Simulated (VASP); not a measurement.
LiMg12 (a cell with a defect), 13 atoms in the cell. The cell holds a defect, 13 atoms: a = 6.420 Å, b = 9.630 Å, c = 5.213 Å, α = 90.00°, β = 90.00°, γ = 120.00°. 

| Quantity | Value |
| --- | --- |
| Program | VASP 6.6.1 |
| Task | single point |
| Functional | PBE |
| Potentials or basis | VASP PAW PBE potentials, release 64 (Mg, Li_sv) |
| Cutoff | 520 eV |
| k mesh | 4 × 3 × 4 |
| Occupations | fermi-dirac, width 0.05 eV |
| Spin | no spin polarisation |
| Dipole correction | no |
| Further INCAR settings | ALGO = Normal; EDIFF = 1e-06; NBANDS = 26 |

Potentials or basis: VASP PAW PBE potentials, release 64 (Mg, Li_sv).

Launch:

```console
$ cat potpaw_PBE.64/Mg/POTCAR potpaw_PBE.64/Li_sv/POTCAR > POTCAR
$ mpirun -np 1 vasp_std > vasp.out
```

Hardware: 1 thread of AMD EPYC 9R45 96-Core Processor (Zen 5), on a shared host.

How long does it take, and how much memory?

Run time: 94 s on 1 thread of AMD EPYC 9R45 96-Core Processor (Zen 5) (shared host), peak memory 0.41 GiB. Counts: scf iterations 13, k points 26.
